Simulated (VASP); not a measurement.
# LaNb4O (F-43m) in VASP: further runs

The runs below take LaNb4O through single point, relaxation of cell and atoms, with PBE.

Program: VASP 6.6.1. These are calculated values, not measurements. Logs are shortened: lines on timing, memory, paths and dates and some standing lists are left out, and cuts for length are marked.

## (1) The cell of the first run

It takes space group F-43m (No. 216, cubic). The conventional cell has a = 7.223 Å, b = 7.223 Å, c = 7.223 Å, α = 90.00°, β = 90.00°, γ = 90.00°. Within 3.9 Å of La (site symmetry -43m) lie 12 Nb at 2.99 Å and 4 O at 3.13 Å. Nb (site symmetry 3m) has 6 Nb at 2.55 to 2.56 Å and 3 O at 2.99 Å and 3 La at 2.99 Å within 3.4 Å. Within 3.9 Å of O (site symmetry -43m) lie 12 Nb at 2.99 Å and 4 La at 3.13 Å.

## (2) Single point, PBE

INCAR

```
PREC = Accurate
ENCUT = 520
EDIFF = 1E-7
ISMEAR = 0
SIGMA = 0.1
LREAL = F
LASPH = T
NELM = 80
ALGO = Normal
ISIF = 2
LWAVE = F
LCHARG = F
GGA = PE
NBANDS = 44
```

KPOINTS

```
regular mesh
0
Gamma
  4 4 4
```

POSCAR

```
LaNb4O
1.0
    0.0000000000      3.6117135200      3.6117135200
    3.6117135200      0.0000000000      3.6117135200
    3.6117135200      3.6117135200      0.0000000000
La Nb O
1 4 1
Direct
    0.7500000000      0.7500000000      0.7500000000
    0.3748620500      0.3748620500      0.8754138400
    0.8754138400      0.3748620500      0.3748620500
    0.3748620500      0.3748620500      0.3748620500
    0.3748620500      0.8754138400      0.3748620500
    0.0000000000      0.0000000000      0.0000000000
```

Potentials or basis: VASP PAW PBE potentials, release 64 (La, Nb_sv, O).

Launch:

```bash
cat potpaw_PBE.64/La/POTCAR potpaw_PBE.64/Nb_sv/POTCAR potpaw_PBE.64/O/POTCAR > POTCAR
mpirun -np 1 vasp_std > vasp.out
```

OUTCAR:

```text
PREC = Accurate
   ENCUT = 520
   EDIFF = 1E-7
   ISMEAR = 0
   LREAL = F
   LASPH = T
   NELM = 80
   ISIF = 2
   GGA = PE

 ion  position               nearest neighbor table
   1  0.750  0.750  0.750-   2 2.99   5 2.99   2 2.99   3 2.99   3 2.99   5 2.99   4 2.99   4 2.99
                             4 2.99   2 2.99   3 2.99   5 2.99
   2  0.375  0.375  0.875-   3 2.55   4 2.55   5 2.55   5 2.56   3 2.56   4 2.56   1 2.99   1 2.99
                             1 2.99
   3  0.875  0.375  0.375-   2 2.55   4 2.55   5 2.55   5 2.56   2 2.56   4 2.56   1 2.99   1 2.99
                             1 2.99
   4  0.375  0.375  0.375-   2 2.55   3 2.55   5 2.55   3 2.56   5 2.56   2 2.56   1 2.99   1 2.99
                             1 2.99
   5  0.375  0.875  0.375-   2 2.55   3 2.55   4 2.55   3 2.56   2 2.56   4 2.56   1 2.99   1 2.99
                             1 2.99
   6  0.000  0.000  0.000-

  LATTYP: Found a face centered cubic cell.
 ALAT       =     7.2234270400

  Lattice vectors:

 A1 = (   0.0000000000,   3.6117135200,   3.6117135200)
 A2 = (   3.6117135200,   0.0000000000,   3.6117135200)
 A3 = (   3.6117135200,   3.6117135200,   0.0000000000)

Analysis of symmetry for initial positions (statically):
=====================================================================
 Subroutine PRICEL returns:
 Original cell was already a primitive cell.

 Routine SETGRP: Setting up the symmetry group for a
 face centered cubic supercell.

 Subroutine GETGRP returns: Found 24 space group operations
 (whereof 24 operations were pure point group operations)
 out of a pool of 48 trial point group operations.

The static configuration has the point symmetry T_d .

Analysis of symmetry for dynamics (positions and initial velocities):
=====================================================================
 Subroutine PRICEL returns:
 Original cell was already a primitive cell.

 Routine SETGRP: Setting up the symmetry group for a
 face centered cubic supercell.

 Subroutine GETGRP returns: Found 24 space group operations
 (whereof 24 operations were pure point group operations)
 out of a pool of 48 trial point group operations.

The dynamic configuration has the point symmetry T_d .

 Subroutine INISYM returns: Found 24 space group operations
 (whereof 24 operations are pure point group operations),
 and found     1 'primitive' translations

----------------------------------------------------------------------------------------

                                     Primitive cell

  volume of cell :      94.2258

  direct lattice vectors                    reciprocal lattice vectors
     0.000000000  3.611713520  3.611713520    -0.138438444  0.138438444  0.138438444
     3.611713520  0.000000000  3.611713520     0.138438444 -0.138438444  0.138438444
     3.611713520  3.611713520  0.000000000     0.138438444  0.138438444 -0.138438444

  length of vectors
     5.107734243  5.107734243  5.107734243     0.239782419  0.239782419  0.239782419

  position of ions in fractional coordinates (direct lattice)
     0.750000000  0.750000000  0.750000000
     0.374862050  0.374862050  0.875413840
     0.875413840  0.374862050  0.374862050
     0.374862050  0.374862050  0.374862050
     0.374862050  0.875413840  0.374862050
     0.000000000  0.000000000  0.000000000

  ion indices of the primitive-cell ions
   primitive index   ion index
                 1           1
                 2           2
                 3           3
                 4           4
                 5           5
                 6           6

----------------------------------------------------------------------------------------

 KPOINTS: regular mesh

Automatic generation of k-mesh.
 Grid dimensions read from file:
 generate k-points for:    4    4    4

 Generating k-lattice:

  Cartesian coordinates                     Fractional coordinates (reciprocal lattice)
    -0.034609611  0.034609611  0.034609611     0.250000000  0.000000000  0.000000000
     0.034609611 -0.034609611  0.034609611     0.000000000  0.250000000  0.000000000
     0.034609611  0.034609611 -0.034609611     0.000000000  0.000000000  0.250000000

  Length of vectors
     0.059945605  0.059945605  0.059945605

  Shift w.r.t. Gamma in fractional coordinates (k-lattice)
     0.000000000  0.000000000  0.000000000

 Subroutine IBZKPT returns following result:
 ===========================================

 Found      8 irreducible k-points:

 Following reciprocal coordinates:
            Coordinates               Weight
  0.000000  0.000000  0.000000      1.000000
  0.250000  0.000000  0.000000      8.000000
  0.500000  0.000000  0.000000      4.000000
  0.250000  0.250000  0.000000      6.000000
  0.500000  0.250000  0.000000     24.000000
 -0.250000  0.250000  0.000000     12.000000
  0.500000  0.500000  0.000000      3.000000
 -0.250000  0.500000  0.250000      6.000000
   k-points           NKPTS =      8   k-points in BZ     NKDIM =      8   number of bands    NBANDS=     44
   number of dos      NEDOS =    301   number of ions     NIONS =      6
   total plane-waves  NPLWV =  64000
   dimension x,y,z NGX =    40 NGY =   40 NGZ =   40
   dimension x,y,z NGXF=    80 NGYF=   80 NGZF=   80
   ions per type =               1   4   1
   NGX,Y,Z   is equivalent  to a cutoff of  13.02, 13.02, 13.02 a.u.
   NGXF,Y,Z  is equivalent  to a cutoff of  26.04, 26.04, 26.04 a.u.
 SYSTEM =  unknown system
   PREC   = accura    normal or accurate (medium, high low for compatibility)
   ISTART =      0    job   : 0-new  1-cont  2-samecut
   ICHARG =      2    charge: 1-file 2-atom 10-const
   ISPIN  =      1    spin polarized calculation?
   LNONCOLLINEAR =      F non collinear calculations
   LSORBIT =      F    spin-orbit coupling
   LASPH  =      T    aspherical Exc in radial PAW
   ENCUT  =  520.0 eV  38.22 Ry    6.18 a.u.   9.50  9.50  9.50*2*pi/ulx,y,z
   NELM   =     80;   NELMIN=  2; NELMDL= -5     # of ELM steps
   EDIFF  = 0.1E-06   stopping-criterion for ELM
   LREAL  =      F    real-space projection
   EDIFFG = 0.1E-05   stopping-criterion for IOM
   NSW    =      0    number of steps for IOM
   IBRION =     -1    ionic relax: 0-MD 1-quasi-New 2-CG
   NFREE  =      0    steps in history (QN), initial steepest desc. (CG)
   ISIF   =      2    stress and relaxation
   ISYM   =      2    0-nonsym 1-usesym 2-fastsym
   POTIM  = 0.5000    time-step for ionic-motion
   TEBEG  =    0.0;   TEEND  =   0.0 temperature during run
   PSTRESS=    0.0 pullay stress
   NELECT =      69.0000    total number of electrons
   NUPDOWN=      -1.0000    fix difference up-down
   EMIN   =  10.00;   EMAX   =-10.00  energy-range for DOS
   EFERMI =   0.00;   METHOD = LEGACY
   ISMEAR =     0;   SIGMA  =   0.10  broadening in eV -4-tet -1-fermi 0-gaus
   EFERMI_NEDOS =   21; number of points for ismear=-14 and -15
   IALGO  =     38    algorithm
   IMIX   =      4    mixing-type and parameters
     AMIX     =   0.40;   BMIX     =  1.00
     AMIX_MAG =   1.60;   BMIX_MAG =  1.00
  volume/ion in A,a.u.               =      15.70       105.98
  Fermi-wavevector in a.u.,A,eV,Ry     =   1.475597  2.788475 29.625161  2.177388
  Thomas-Fermi vector in A             =   2.590227
   LORBIT       =      0    0 simple, 1 ext, 2 COOP (PROOUT), +10 PAW based schemes
   GGA     = PE    functional components
   LHFCALC =     F    Hartree Fock is set to
   AEXX    =    0.0000 exact exchange contribution
   IVDW    =     0    specifies the selected vdW correction
   LEPSILON=     F    determine dielectric tensor
   LRPA    =     F    only Hartree local field effects (RPA)
 non-spin polarized calculation
 Gauss-broadening in eV      SIGMA  =   0.10
  energy-cutoff  :      520.00
  volume of cell :       94.23
 maximum number of plane-waves:      2637
 NGX is ok and might be reduce to    40
   NGX = 19   NGY = 19   NGZ = 19

 number of electron      68.9999994 magnetization

 Free energy of the ion-electron system (eV)
  ---------------------------------------------------
  ext. energy  EPLUGINS =         0.00000000
  ---------------------------------------------------
  free energy    TOTEN  =       -42.93772491 eV

  energy without entropy =      -42.89133627  energy(sigma->0) =      -42.91453059

 E-fermi :  12.5867     XC(G=0): -12.5582

 val. band max:       12.5783888415   @ k =   0.5000   0.2500   0.0000
 cond. band min:      12.6018204615   @ k =   0.5000   0.2500   0.0000
 fundamental gap:      0.0234316200
 Fermi energy:        12.5867168019

 k-point     1 :       0.0000    0.0000    0.0000
  band No.  band energies     occupation
      1     -42.2996      2.00000
      2     -41.5719      2.00000
      3     -41.5719      2.00000
      4     -41.5719      2.00000
      5     -20.5905      2.00000
      6     -19.0175      2.00000
[... 36 lines left out ...]
     43      15.9626      0.00000
     44      16.0085      0.00000

 k-point     2 :       0.2500    0.0000    0.0000
  band No.  band energies     occupation
      1     -42.2278      2.00000
      2     -41.6540      2.00000
      3     -41.5725      2.00000
      4     -41.5725      2.00000
      5     -20.3017      2.00000
      6     -19.2315      2.00000
[... 36 lines left out ...]
     43      15.5103      0.00000
     44      15.7274      0.00000

 k-point     3 :       0.5000    0.0000    0.0000
  band No.  band energies     occupation
      1     -42.1263      2.00000
      2     -41.7658      2.00000
      3     -41.5732      2.00000
      4     -41.5732      2.00000
      5     -19.9836      2.00000
      6     -19.2169      2.00000
[... 224 lines left out ...]
     43      15.6226      0.00000
     44      15.7574      0.00000

 k-point     8 :      -0.2500    0.5000    0.2500
  band No.  band energies     occupation
      1     -41.9527      2.00000
      2     -41.9443      2.00000
      3     -41.5746      2.00000
      4     -41.5746      2.00000
      5     -19.3688      2.00000
      6     -19.2684      2.00000
[... 36 lines left out ...]
     43      15.0651      0.00000
     44      15.2259      0.00000

------------------------ aborting loop because EDIFF is reached ----------------------------------------

  FORCE on cell =-STRESS in cart. coord.  units (eV):
  Direction    XX          YY          ZZ          XY          YZ          ZX
  --------------------------------------------------------------------------------------
  -------------------------------------------------------------------------------------
  Total       22.5729399     22.5729399     22.5729399      0.0000000      0.0000000      0.0000000
  in kB      383.8210845    383.8210845    383.8210845      0.0000000      0.0000000      0.0000000
  external PRESSURE =     383.8210845 kB  Pullay stress =       0.0000000 kB

 VOLUME and BASIS-vectors are now :
 -----------------------------------------------------------------------------
  energy-cutoff  :      520.00
  volume of cell :       94.23
      direct lattice vectors                 reciprocal lattice vectors
     0.000000000  3.611713520  3.611713520    -0.138438444  0.138438444  0.138438444
     3.611713520  0.000000000  3.611713520     0.138438444 -0.138438444  0.138438444
     3.611713520  3.611713520  0.000000000     0.138438444  0.138438444 -0.138438444

 POSITION                                       TOTAL-FORCE (eV/Angst)
 -----------------------------------------------------------------------------------
      5.41757      5.41757      5.41757        -0.000000     -0.000000     -0.000000
      4.51564      4.51564      2.70779         0.108606      0.108606     -0.108606
      2.70779      4.51564      4.51564        -0.108606      0.108606      0.108606
      2.70779      2.70779      2.70779        -0.108606     -0.108606     -0.108606
      4.51564      2.70779      4.51564         0.108606     -0.108606      0.108606
      0.00000      0.00000      0.00000        -0.000000     -0.000000     -0.000000
 -----------------------------------------------------------------------------------
    total drift:                                0.000136      0.000136      0.000136

  FREE ENERGIE OF THE ION-ELECTRON SYSTEM (eV)
  ---------------------------------------------------
  free  energy   TOTEN  =       -42.9377249114 eV

  energy  without entropy=      -42.8913362670  energy(sigma->0) =      -42.91453059
```

Wall time 48 s (1 thread of Intel Xeon 6975P-C (Granite Rapids), shared host); peak memory 0.25 GiB.

Results:

```yaml
Free_energy: -42.9377 eV
Pressure: 38.4 GPa
Largest_force: 0.188 eV/Å
```

Forces in eV/Å, atoms in the order of the input:
```
La   0.000  0.000  0.000
Nb   0.109  0.109 -0.109
Nb  -0.109  0.109  0.109
Nb  -0.109 -0.109 -0.109
Nb   0.109 -0.109  0.109
O    0.000  0.000  0.000
```

Levels at points of the mesh, in eV from the Fermi level:
```tsv
k point	band 32	band 33	band 34	band 35	band 36	band 37
(0.00, 0.00, 0.00)	-0.12	-0.12	-0.12	1.26	1.26	2.08
(0.50, 0.00, 0.00)	-0.52	-0.33	-0.33	0.13	0.13	0.37
(0.50, 0.50, 0.00)	-1.07	-0.74	-0.34	-0.34	0.26	0.26
```

Caveat: the k points lie up to 0.38 Å⁻¹ apart; spin-orbit coupling is left out, which moves the levels of the heavy elements; an odd number of electrons without spin polarisation forces a metal; a magnetic or distorted state may lie lower.

(Continued in part 2 of 2.)
